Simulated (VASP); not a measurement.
# H4CO in VASP: a series of runs, part 3 of 3

VASP 6.6.1. The steps go on from the part before.

## 6. Relaxation of the atoms, PBE+D3(BJ)

INCAR reads:

```
  PREC = Accurate
  ENCUT = 520
  EDIFF = 1E-6
  ISMEAR = -1
  SIGMA = 0.05
  LREAL = Auto
  LASPH = True
  NELM = 100
  ALGO = Normal
  ISIF = 2
  LWAVE = False
  LCHARG = False
  GGA = PE
  IVDW = 12
  IBRION = 2
  NSW = 35
  EDIFFG = -0.3
```

KPOINTS reads:

```
regular mesh
0
Gamma
  1 1 1
```

POSCAR reads:

```
H4CO
1.0
    7.3803230000      0.0000000000      0.0000000000
    0.0000000000      7.3803230000      0.0000000000
    0.0000000000      0.0000000000      7.3803230000
C O H
6 6 24
Direct
    0.1829166000      0.6452328000      0.4046848000
    0.7027860000      0.5183548000      0.7442852000
    0.7928011000      0.2610776000      0.2128127000
    0.1769112000      0.2382234000      0.7382867000
    0.5009942000      0.8546873000      0.1265459000
    0.0667047000      0.9102461000      0.9080780000
    0.1329448000      0.6941300000      0.5843635000
    0.6293165000      0.3417036000      0.7204279000
    0.6361419000      0.2454558000      0.3241069000
    0.1902200000      0.4100303000      0.8247611000
    0.4919462000      0.6659131000      0.1646903000
   -0.0150520000      0.7415094000      0.9529815000
    0.0989031000      0.5293777000      0.3684456000
    0.2066141000      0.7973440000      0.6189139000
    0.1571680000      0.7544925000      0.3073090000
    0.3256183000      0.6049558000      0.3948524000
    0.5878715000      0.6110012000      0.7465783000
    0.7300117000      0.2572705000      0.7180695000
    0.7767920000      0.5317845000      0.8724469000
    0.7927590000      0.5575237000      0.6326906000
    0.8324666000      0.1233015000      0.1776226000
    0.5988762000      0.3671823000      0.3567864000
    0.7655571000      0.3358502000      0.0873156000
    0.9060458000      0.3261354000      0.2837058000
    0.0440587000      0.1843451000      0.7735189000
    0.3079873000      0.4600842000      0.7947698000
    0.1858389000      0.2487514000      0.5903268000
    0.2805885000      0.1429898000      0.7858710000
    0.3614907000      0.9028135000      0.1224732000
    0.6152922000      0.6207165000      0.1688206000
    0.5738526000      0.9300464000      0.2318805000
    0.5644157000      0.8826538000     -0.0049010000
    0.2057334000      0.9032452000      0.9572305000
   -0.1392291000      0.7453804000      0.9100968000
    0.0696441000      0.9342047000      0.7614491000
   -0.0009342000      1.0249668000      0.9740085000
```

Potentials or basis: VASP PAW PBE potentials, release 64 (C, O, H).

Command:

```console
$ cat potpaw_PBE.64/C/POTCAR potpaw_PBE.64/O/POTCAR potpaw_PBE.64/H/POTCAR > POTCAR
$ mpirun -np 1 vasp_gam > vasp.out
```

Wall time 34 min (1 thread of Intel Xeon Platinum 8259CL at 2.50GHz (Skylake/Cascade Lake), shared host); peak memory 0.44 GiB.

Results (log left out):

```yaml
Free_energy: -182.7042 eV
Energy_gained_by_relaxing: 27.1 meV/atom
Ionic_steps: 30
Pressure_after_relaxing: 0.3 GPa
Largest_force_after_relaxing: 0.296 eV/Å
Band_gap_on_the_k_mesh: 4.39 eV
Dispersion_energy_per_atom: -0.034 eV
```

Forces in eV/Å, atoms in the order of the input:
```
C    0.132 -0.027  0.028
C    0.219 -0.063  0.178
C   -0.098  0.060  0.107
C    0.034  0.110  0.134
C   -0.004  0.130  0.177
C   -0.025  0.100 -0.170
O    0.078 -0.089 -0.061
O   -0.023  0.160 -0.186
O    0.136  0.084  0.077
O   -0.222  0.063 -0.092
O    0.002 -0.005  0.079
O    0.110  0.227  0.045
H   -0.012 -0.030  0.096
H   -0.054  0.022 -0.045
H   -0.066  0.153 -0.149
H   -0.098 -0.017  0.093
H   -0.045  0.042 -0.095
H   -0.120 -0.008 -0.142
H    0.169 -0.010  0.112
H   -0.185 -0.115 -0.121
H   -0.043 -0.070  0.064
H   -0.130 -0.051 -0.035
H   -0.073 -0.015 -0.066
H    0.118  0.046 -0.031
H   -0.032  0.039 -0.145
H    0.210 -0.048  0.203
H   -0.094 -0.089  0.035
H    0.066 -0.138 -0.118
H   -0.019 -0.067  0.077
H    0.043  0.017  0.044
H   -0.141 -0.073 -0.082
H    0.056  0.063 -0.128
H   -0.069 -0.085  0.009
H    0.133 -0.209 -0.053
H    0.057 -0.021 -0.009
H   -0.010 -0.088  0.167
```

Stress tensor (GPa, compression positive):
```
 0.24  0.21 -0.07
 0.21  0.36  0.20
-0.07  0.20  0.29
```

The path:
```
step  energy change (eV)  largest force (eV/Å)  pressure (GPa)
   1              0.0000                0.7625            1.81
   2             -0.0150                1.5771            1.22
   3             -0.0480                0.6828            1.46
   4             -0.1071                0.5616            1.03
   5             -0.1151                0.9859            0.79
   6             -0.1501                0.6265            0.63
   7             -0.1771                0.7012            0.28
   8             -0.2130                0.5707            0.42
   9             -0.2639                0.6719            0.81
  10             -0.3316                0.5323            0.87
  11             -0.3454                1.1471            0.92
  12             -0.3975                0.7355            0.89
  13             -0.4758                1.0418            0.78
  14             -0.5480                0.3937            0.56
  15             -0.5688                0.6212            0.36
  16             -0.6074                0.5341            0.29
  17             -0.6507                1.2153            0.07
  18             -0.6797                0.9869            0.10
  19             -0.7342                0.5087            0.18
  20             -0.6787                1.8319            0.21
  21             -0.7421                0.6144            0.20
  22             -0.7681                0.3663            0.26
  23             -0.7857                0.6672            0.36
  24             -0.8150                0.5082            0.39
  25             -0.8784                0.4488            0.42
  26             -0.8483                2.2493            0.32
  27             -0.8953                0.9646            0.40
  28             -0.9305                0.6378            0.42
  29             -0.9488                0.6832            0.45
  30             -0.9747                0.2964            0.30
```

Final structure:
```yaml
crystal:
  lattice:
    - [7.38032, 0.00000, 0.00000]
    - [0.00000, 7.38032, 0.00000]
    - [0.00000, 0.00000, 7.38032]
  atoms:
    - { symbol: C, position: [0.17181, 0.64314, 0.38989] }
    - { symbol: C, position: [0.69847, 0.51323, 0.73661] }
    - { symbol: C, position: [0.79101, 0.25746, 0.21399] }
    - { symbol: C, position: [0.18523, 0.25983, 0.72139] }
    - { symbol: C, position: [0.53011, 0.85499, 0.13247] }
    - { symbol: C, position: [0.03458, 0.90675, 0.94128] }
    - { symbol: O, position: [0.11336, 0.72977, 0.55476] }
    - { symbol: O, position: [0.60435, 0.34489, 0.72093] }
    - { symbol: O, position: [0.64111, 0.22831, 0.33392] }
    - { symbol: O, position: [0.21082, 0.39877, 0.85317] }
    - { symbol: O, position: [0.54743, 0.66096, 0.13630] }
    - { symbol: O, position: [0.91823, 0.78038, 0.03211] }
    - { symbol: H, position: [0.08561, 0.52447, 0.36682] }
    - { symbol: H, position: [0.21636, 0.79424, 0.60541] }
    - { symbol: H, position: [0.15495, 0.73220, 0.27296] }
    - { symbol: H, position: [0.31447, 0.59928, 0.39420] }
    - { symbol: H, position: [0.59760, 0.62146, 0.74912] }
    - { symbol: H, position: [0.68758, 0.25529, 0.67141] }
    - { symbol: H, position: [0.77727, 0.51164, 0.86291] }
    - { symbol: H, position: [0.79430, 0.54361, 0.62612] }
    - { symbol: H, position: [0.84361, 0.12444, 0.17579] }
    - { symbol: H, position: [0.59300, 0.34656, 0.36711] }
    - { symbol: H, position: [0.74981, 0.32887, 0.08974] }
    - { symbol: H, position: [0.89998, 0.33372, 0.28087] }
    - { symbol: H, position: [0.04436, 0.21433, 0.73422] }
    - { symbol: H, position: [0.32248, 0.45997, 0.82070] }
    - { symbol: H, position: [0.21163, 0.30816, 0.58253] }
    - { symbol: H, position: [0.27480, 0.14409, 0.75006] }
    - { symbol: H, position: [0.38712, 0.88892, 0.15311] }
    - { symbol: H, position: [0.67736, 0.63927, 0.13703] }
    - { symbol: H, position: [0.61093, 0.92008, 0.23961] }
    - { symbol: H, position: [0.57214, 0.91117, 0.00134] }
    - { symbol: H, position: [0.17894, 0.87337, 0.96082] }
    - { symbol: H, position: [0.87904, 0.69636, 0.93904] }
    - { symbol: H, position: [0.00449, 0.90878, 0.79571] }
    - { symbol: H, position: [0.01169, 0.04425, 0.99287] }
```

Levels at points of the mesh, in eV from the valence-band top:
| k point | band 39 | band 40 | band 41 | band 42 | band 43 | band 44 | band 45 | band 46 |
| --- | --- | --- | --- | --- | --- | --- | --- | --- |
| (0.00, 0.00, 0.00) | -0.48 | -0.43 | -0.26 | 0.00 | 4.39 | 5.63 | 5.83 | 6.11 |

Caveat: the k points lie up to 0.85 Å⁻¹ apart; the relaxation stopped at a loose force limit of 0.3 eV/Å, so its end isn't a converged minimum.

## 7. Summary

| task | cell | gap on the mesh (eV) | pressure (GPa) | largest force (eV/Å) |
| --- | --- | --- | --- | --- |
| single point | as given, atomic positions A | 4.41 | 1.8 | 3.24 |
| single point | as given, atomic positions B | 4.51 | 1.1 | 4.96 |
| single point | as given, atomic positions C | 4.66 | -0.3 | 3.84 |
| single point | as given, atomic positions D | 4.57 | -0.9 | 3.77 |
| relaxation of the atoms | atoms relaxed, atomic positions E | 4.39 | 0.3 | 0.30 |

Alike in all rows: level PBE+D3(BJ); potentials or basis VASP PAW PBE potentials, release 64 (C, O, H); no spin polarisation; k mesh 1 × 1 × 1; cutoff (eV) 520; smearing fermi-dirac 0.05 eV.

Caveats: all runs use coarse meshes; the atoms stand as in a frame of molecular dynamics (at least some runs); the relaxation stopped at a loose force limit of 0.3 eV/Å, so its end isn't a converged minimum (at least some runs).

Total energies depend on the potentials used, so only differences within one code and one set of settings carry meaning.
